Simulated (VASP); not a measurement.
# B6As (Pm-3m) in VASP: notebook, part 2 of 3

VASP 6.6.1. Earlier steps stand in the parts before.

**4. Relaxation of cell and atoms, r2SCAN**

POSCAR

```
B6As
1.0
    4.0347082402      0.0000000000      0.0000000000
    0.0000000000      4.0347082402      0.0000000000
    0.0000000000      0.0000000000      4.0347082402
B As
6 1
Direct
    0.5000000000      0.5000000000      0.2000000000
    0.5000000000      0.5000000000      0.8000000000
    0.2000000000      0.5000000000      0.5000000000
    0.8000000000      0.5000000000      0.5000000000
    0.5000000000      0.2000000000      0.5000000000
    0.5000000000      0.8000000000      0.5000000000
    0.0000000000      0.0000000000      0.0000000000
```

INCAR.step1

```
SYSTEM = B6As
  ALGO = Normal
  EDIFF = 1E-5
  EDIFFG = -0.005
  ENCUT = 550
  GGA = PE
  GGA_COMPAT = .False.
  IBRION = 2
  ISIF = 3
  ISMEAR = 0
  LASPH = .True.
  LCHARG = .False.
  LREAL = .False.
  LWAVE = .True.
  NELM = 120
  NELMIN = 4
  NSW = 100
  PREC = Accurate
  SIGMA = 0.1
```

INCAR.step2

```
SYSTEM = B6As
  ALGO = Normal
  EDIFF = 1E-7
  EDIFFG = -0.04
  ENCUT = 550
  GGA_COMPAT = .False.
  IBRION = 2
  ISIF = 3
  ISMEAR = 0
  ISTART = 1
  LASPH = .True.
  LCHARG = .False.
  LMIXTAU = .True.
  LREAL = .False.
  LWAVE = .False.
  METAGGA = R2SCAN
  NELM = 120
  NELMIN = 4
  NSW = 90
  PREC = Accurate
  SIGMA = 0.1
```

KPOINTS

```
k-points
0
Gamma
  4 4 4
  0 0 0
```

Potentials or basis: VASP PAW PBE potentials, release 64 (B, As).

Run with:

```bash
> cat potpaw_PBE.64/B/POTCAR potpaw_PBE.64/As/POTCAR > POTCAR
> cp INCAR.step1 INCAR
> mpirun -np 1 vasp_std > vasp.out
> cp INCAR.step2 INCAR
> mpirun -np 1 vasp_std > vasp.out
```

OUTCAR:

```text
SYSTEM = B6As
   EDIFF = 1E-7
   EDIFFG = -0.04
   ENCUT = 550
   IBRION = 2
   ISIF = 3
   ISMEAR = 0
   ISTART = 1
   LASPH = .True.
   LREAL = .False.
   METAGGA = R2SCAN
   NELM = 120
   NELMIN = 4
   NSW = 90
   PREC = Accurate

 ion  position               nearest neighbor table
   1  0.500  0.500  0.200-   2 1.61   3 1.71   4 1.71   5 1.71   6 1.71
   2  0.500  0.500  0.800-   1 1.61   3 1.71   4 1.71   5 1.71   6 1.71
   3  0.200  0.500  0.500-   4 1.61   2 1.71   1 1.71   5 1.71   6 1.71
   4  0.800  0.500  0.500-   3 1.61   2 1.71   1 1.71   5 1.71   6 1.71
   5  0.500  0.200  0.500-   6 1.61   2 1.71   3 1.71   4 1.71   1 1.71
   6  0.500  0.800  0.500-   5 1.61   2 1.71   3 1.71   4 1.71   1 1.71
   7  0.000  0.000  0.000-

  LATTYP: Found a simple cubic cell.
 ALAT       =     4.0347082402

  Lattice vectors:

 A1 = (   4.0347082402,   0.0000000000,   0.0000000000)
 A2 = (   0.0000000000,   4.0347082402,   0.0000000000)
 A3 = (   0.0000000000,   0.0000000000,   4.0347082402)

Analysis of symmetry for initial positions (statically):
=====================================================================
 Subroutine PRICEL returns:
 Original cell was already a primitive cell.

 Routine SETGRP: Setting up the symmetry group for a
 simple cubic supercell.

 Subroutine GETGRP returns: Found 48 space group operations
 (whereof 48 operations were pure point group operations)
 out of a pool of 48 trial point group operations.

The static configuration has the point symmetry O_h .

Analysis of symmetry for dynamics (positions and initial velocities):
=====================================================================
 Subroutine PRICEL returns:
 Original cell was already a primitive cell.

 Routine SETGRP: Setting up the symmetry group for a
 simple cubic supercell.

 Subroutine GETGRP returns: Found 48 space group operations
 (whereof 48 operations were pure point group operations)
 out of a pool of 48 trial point group operations.

The dynamic configuration has the point symmetry O_h .

 Subroutine INISYM returns: Found 48 space group operations
 (whereof 48 operations are pure point group operations),
 and found     1 'primitive' translations

----------------------------------------------------------------------------------------

                                     Primitive cell

  volume of cell :      65.6805

  direct lattice vectors                    reciprocal lattice vectors
     4.034708240  0.000000000  0.000000000     0.247849396  0.000000000  0.000000000
     0.000000000  4.034708240  0.000000000     0.000000000  0.247849396  0.000000000
     0.000000000  0.000000000  4.034708240     0.000000000  0.000000000  0.247849396

  length of vectors
     4.034708240  4.034708240  4.034708240     0.247849396  0.247849396  0.247849396

  position of ions in fractional coordinates (direct lattice)
     0.500000000  0.500000000  0.200000000
     0.500000000  0.500000000  0.800000000
     0.200000000  0.500000000  0.500000000
     0.800000000  0.500000000  0.500000000
     0.500000000  0.200000000  0.500000000
     0.500000000  0.800000000  0.500000000
     0.000000000  0.000000000  0.000000000

  ion indices of the primitive-cell ions
   primitive index   ion index
                 1           1
                 2           2
                 3           3
[... 24 lines left out ...]
     0.000000000  0.000000000  0.000000000

 Subroutine IBZKPT returns following result:
 ===========================================

 Found     10 irreducible k-points:

 Following reciprocal coordinates:
            Coordinates               Weight
  0.000000  0.000000  0.000000      1.000000
  0.250000  0.000000  0.000000      6.000000
  0.500000  0.000000  0.000000      3.000000
  0.250000  0.250000  0.000000     12.000000
  0.500000  0.250000  0.000000     12.000000
  0.500000  0.500000  0.000000      3.000000
  0.250000  0.250000  0.250000      8.000000
  0.500000  0.250000  0.250000     12.000000
  0.500000  0.500000  0.250000      6.000000
  0.500000  0.500000  0.500000      1.000000
   k-points           NKPTS =     10   k-points in BZ     NKDIM =     10   number of bands    NBANDS=     15
   number of dos      NEDOS =    301   number of ions     NIONS =      7
   total plane-waves  NPLWV =  32768
   dimension x,y,z NGX =    32 NGY =   32 NGZ =   32
   dimension x,y,z NGXF=    64 NGYF=   64 NGZF=   64
   ions per type =               6   1
   NGX,Y,Z   is equivalent  to a cutoff of  13.19, 13.19, 13.19 a.u.
   NGXF,Y,Z  is equivalent  to a cutoff of  26.37, 26.37, 26.37 a.u.
 SYSTEM =  B6As
   PREC   = accura    normal or accurate (medium, high low for compatibility)
   ISTART =      1    job   : 0-new  1-cont  2-samecut
   ICHARG =      0    charge: 1-file 2-atom 10-const
   ISPIN  =      1    spin polarized calculation?
   LNONCOLLINEAR =      F non collinear calculations
   LSORBIT =      F    spin-orbit coupling
   LASPH  =      T    aspherical Exc in radial PAW
   ENCUT  =  550.0 eV  40.42 Ry    6.36 a.u.   7.72  7.72  7.72*2*pi/ulx,y,z
   NELM   =    120;   NELMIN=  4; NELMDL=  0     # of ELM steps
   EDIFF  = 0.1E-06   stopping-criterion for ELM
   LREAL  =      F    real-space projection
   EDIFFG = -.4E-01   stopping-criterion for IOM
   NSW    =     90    number of steps for IOM
   IBRION =      2    ionic relax: 0-MD 1-quasi-New 2-CG
   NFREE  =      1    steps in history (QN), initial steepest desc. (CG)
   ISIF   =      3    stress and relaxation
   ISYM   =      2    0-nonsym 1-usesym 2-fastsym
   POTIM  = 0.5000    time-step for ionic-motion
   TEBEG  =    0.0;   TEEND  =   0.0 temperature during run
   PSTRESS=    0.0 pullay stress
   NELECT =      23.0000    total number of electrons
   NUPDOWN=      -1.0000    fix difference up-down
   EMIN   =  10.00;   EMAX   =-10.00  energy-range for DOS
   EFERMI =   0.00;   METHOD = LEGACY
   ISMEAR =     0;   SIGMA  =   0.10  broadening in eV -4-tet -1-fermi 0-gaus
   EFERMI_NEDOS =   21; number of points for ismear=-14 and -15
   IALGO  =     38    algorithm
   IMIX   =      4    mixing-type and parameters
     AMIX     =   0.40;   BMIX     =  1.00
     AMIX_MAG =   1.60;   BMIX_MAG =  1.00
  volume/ion in A,a.u.               =       9.38        63.32
  Fermi-wavevector in a.u.,A,eV,Ry     =   1.153910  2.180574 18.116273  1.331509
  Thomas-Fermi vector in A             =   2.290551
   LORBIT       =      0    0 simple, 1 ext, 2 COOP (PROOUT), +10 PAW based schemes
   METAGGA = R2SCAN    functional components
   LHFCALC =     F    Hartree Fock is set to
   AEXX    =    0.0000 exact exchange contribution
   IVDW    =     0    specifies the selected vdW correction
   LEPSILON=     F    determine dielectric tensor
   LRPA    =     F    only Hartree local field effects (RPA)
 conjugate gradient relaxation of ions
 non-spin polarized calculation
 Gauss-broadening in eV      SIGMA  =   0.10
  energy-cutoff  :      550.00
  volume of cell :       65.68
 maximum number of plane-waves:      1956
 NGX is ok and might be reduce to    32
   NGX = 15   NGY = 15   NGZ = 15

--------------------------------------- Ionic step        1  -------------------------------------------

 number of electron      23.0000000 magnetization

 Free energy of the ion-electron system (eV)
  ---------------------------------------------------
  ext. energy  EPLUGINS =         0.00000000
  ---------------------------------------------------
  free energy    TOTEN  =       -54.12724644 eV

  energy without entropy =      -54.10201602  energy(sigma->0) =      -54.11463123

------------------------ aborting loop because EDIFF is reached ----------------------------------------

  FORCE on cell =-STRESS in cart. coord.  units (eV):
  Direction    XX          YY          ZZ          XY          YZ          ZX
  --------------------------------------------------------------------------------------
  -------------------------------------------------------------------------------------
  Total        6.7473934      6.7473934      6.7473934     -0.0000000      0.0000000     -0.0000000
  in kB      164.5925633    164.5925633    164.5925633     -0.0000000      0.0000000     -0.0000000
  external PRESSURE =     164.5925633 kB  Pullay stress =       0.0000000 kB
[... 151 lines left out ...]
--------------------------------------- Ionic step        5  -------------------------------------------

 number of electron      23.0000000 magnetization

 Free energy of the ion-electron system (eV)
  ---------------------------------------------------
  ext. energy  EPLUGINS =         0.00000000
  ---------------------------------------------------
  free energy    TOTEN  =       -54.44790759 eV

  energy without entropy =      -54.42302245  energy(sigma->0) =      -54.43546502

 E-fermi :   4.5555     XC(G=0): -11.2749

 val. band max:        4.5196421770   @ k =   0.5000   0.2500   0.0000
 cond. band min:       4.5609554651   @ k =   0.0000   0.0000   0.0000
 fundamental gap:      0.0413132881
 Fermi energy:         4.5555327787

 k-point     1 :       0.0000    0.0000    0.0000
  band No.  band energies     occupation
      1     -11.1091      2.00000
      2      -6.5972      2.00000
      3      -2.8109      2.00000
      4      -2.8109      2.00000
      5      -2.8109      2.00000
      6      -1.1301      2.00000
      7      -1.1301      2.00000
      8      -0.7914      2.00000
      9       4.5610      0.93887
     10       4.5610      0.93886
     11       4.5610      0.93886
     12       4.7851      0.00117
     13       4.7851      0.00117
     14       4.7851      0.00117
[... 195 lines left out ...]
  FREE ENERGIE OF THE ION-ELECTRON SYSTEM (eV)
  ---------------------------------------------------
  free  energy   TOTEN  =       -54.4479075907 eV

  energy  without entropy=      -54.4230224467  energy(sigma->0) =      -54.43546502

 reached required accuracy - stopping structural energy minimisation
```

It took 1.9 min on 1 thread of Intel Xeon 6975P-C (Granite Rapids), shared host; peak memory 0.2 GiB.

What came out:

```
Free energy                           : -54.4479 eV
Relaxed volume                        : 10.31 Å³/atom
Relaxed cell                          : a = 4.163 Å, b = 4.163 Å, c = 4.163 Å, α = 90.00°, β = 90.00°, γ = 90.00°
Space group after relaxing (to 0.1 Å) : Pm-3m (No. 221)
Energy gained by relaxing             : 45.8 meV/atom
Ionic steps                           : 5
Pressure after relaxing               : 0.0 GPa
Largest force after relaxing          : 0.005 eV/Å
Band gap on the k mesh                : zero (an odd number of electrons rules out a gap without spin polarisation)
```

Forces on the atoms (eV/Å):
```
B    0.000  0.000 -0.005
B    0.000  0.000  0.005
B   -0.005  0.000  0.000
B    0.005  0.000  0.000
B    0.000 -0.005  0.000
B    0.000  0.005  0.000
As   0.000  0.000  0.000
```

Step by step:
| step | energy change (eV) | largest force (eV/Å) | pressure (GPa) | volume (Å³) |
| --- | --- | --- | --- | --- |
| 1 | 0.0000 | 0.5280 | 16.46 | 65.68 |
| 2 | -0.1900 | 1.2211 | -6.18 | 75.28 |
| 3 | -0.3023 | 0.5596 | 1.46 | 71.44 |
| 4 | -0.2844 | 0.7178 | -1.86 | 73.19 |
| 5 | -0.3207 | 0.0050 | 0.01 | 72.14 |

Final structure:
```yaml
crystal:
  lattice:
    - [4.16294, 0.00000, 0.00000]
    - [0.00000, 4.16294, 0.00000]
    - [0.00000, 0.00000, 4.16294]
  atoms:
    - { symbol: B, position: [0.50000, 0.50000, 0.19828] }
    - { symbol: B, position: [0.50000, 0.50000, 0.80172] }
    - { symbol: B, position: [0.19828, 0.50000, 0.50000] }
    - { symbol: B, position: [0.80172, 0.50000, 0.50000] }
    - { symbol: B, position: [0.50000, 0.19828, 0.50000] }
    - { symbol: B, position: [0.50000, 0.80172, 0.50000] }
    - { symbol: As, position: [0.00000, 0.00000, 0.00000] }
```

Levels at points of the mesh, in eV from the Fermi level:
```
           k point  band 8  band 9  band 10  band 11  band 12  band 13  band 14  band 15
(0.00, 0.00, 0.00)   -5.35    0.01     0.01     0.01     0.23     0.23     0.23     3.04
(0.50, 0.00, 0.00)   -3.56   -3.56    -2.00     0.19     0.72     1.19     1.64     1.64
(0.50, 0.50, 0.00)   -2.44   -2.44    -1.80    -1.80    -0.69    -0.53    -0.53     5.81
(0.50, 0.50, 0.50)   -5.88   -1.34    -1.34    -1.34     2.34     2.34     2.34     6.31
```

Caveat: the k points lie up to 0.38 Å⁻¹ apart in the final cell, too coarse for converged energies and pressures of a metal; the PAW data sets were made with another functional, which shifts forces and pressure a little.

[end of part 2 of 3]

The gap in the log of VASP goes by the Fermi energy; the results here count the filled bands.